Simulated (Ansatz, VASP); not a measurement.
## Sb in VASP and in Ansatz

INCAR

```
PREC     = Accurate       # precision mode
ENCUT    = 520            # plane-wave cutoff, eV
EDIFF    = 1E-6           # SCF threshold, eV
ISMEAR   = 0              # smearing method
SIGMA    = 0.1            # smearing width, eV
LREAL    = False          # projectors in reciprocal space
LASPH    = True           # aspherical terms in the spheres
NELM     = 100            # most SCF steps
ALGO     = Normal         # electronic algorithm
ISIF     = 2              # what is computed and relaxed
LWAVE    = False          # write WAVECAR
LCHARG   = False          # write CHGCAR
GGA      = PE             # functional
NBANDS   = 24             # bands
```

The input KPOINTS:

```
regular mesh
0
Gamma
  6 6 12
```

POSCAR

```
Sb
1.0
    7.9167745009      0.0000000000      0.0000000000
    0.0000000000      7.9167745009      0.0000000000
    0.0000000000      0.0000000000      3.1391499321
Sb
6
Direct
    0.1301866878      0.3698133122      0.0000000000
    0.3698133122      0.8698133122      0.0000000000
    0.8698133122      0.6301866878      0.0000000000
    0.6301866878      0.1301866878      0.0000000000
    0.0000000000      0.0000000000      0.0000000000
    0.5000000000      0.5000000000      0.0000000000
```

Input for Ansatz:

```yaml
crystal:
  lattice:
    - [7.9167745009, 0.0, 0.0]
    - [0.0, 7.9167745009, 0.0]
    - [0.0, 0.0, 3.1391499321]
  atoms:
    - { symbol: Sb, position: [0.1301866878, 0.3698133122, 0.0] }
    - { symbol: Sb, position: [0.3698133122, 0.8698133122, 0.0] }
    - { symbol: Sb, position: [0.8698133122, 0.6301866878, 0.0] }
    - { symbol: Sb, position: [0.6301866878, 0.1301866878, 0.0] }
    - { symbol: Sb, position: [0.0, 0.0, 0.0] }
    - { symbol: Sb, position: [0.5, 0.5, 0.0] }
basis:
  ecutwfc: 420
kpoints:
  mp_grid: { grid: [6, 6, 12] }
hamiltonian:
  xc: pbe
scf:
  occupations: { method: gaussian, width: 0.1 }
output:
  forces: true
  eigenvalues: true
  stress: true
accuracy: high
```

Alike in both runs: task single point; functional PBE; k mesh 6 × 6 × 12; occupations gaussian, width 0.1 eV; no spin polarisation.

|  | VASP | Ansatz |
| --- | --- | --- |
| version | VASP 6.6.1 | Ansatz 0.2.0 |
| potentials or method | VASP PAW PBE potentials, release 64 (Sb), cutoff 520 eV | scalar-relativistic, plane waves, PAW |
| valence electrons in the cell | 30 | 90 |

VASP gave:

| Item | Value |
| --- | --- |
| gap on the k mesh at the Fermi level (eV) | none |
| pressure (GPa) | 0.0 |
| rms of the force components (eV/Å) | 0.008 |

Task: What did Ansatz give for the same quantities?

Result: gap on the k mesh at the Fermi level (eV): none; pressure (GPa): 0.0; rms of the force components (eV/Å): 0.001.

Atom by atom the forces differ by 0.007 eV/Å (rms over components). A gap of «none» marks a metal or a gap that the smearing closes. VASP's potentials hold 30 valence electrons a cell and Ansatz's 90, so a difference there can come from the potentials and not from the codes.

Neither program's run includes spin-orbit coupling.
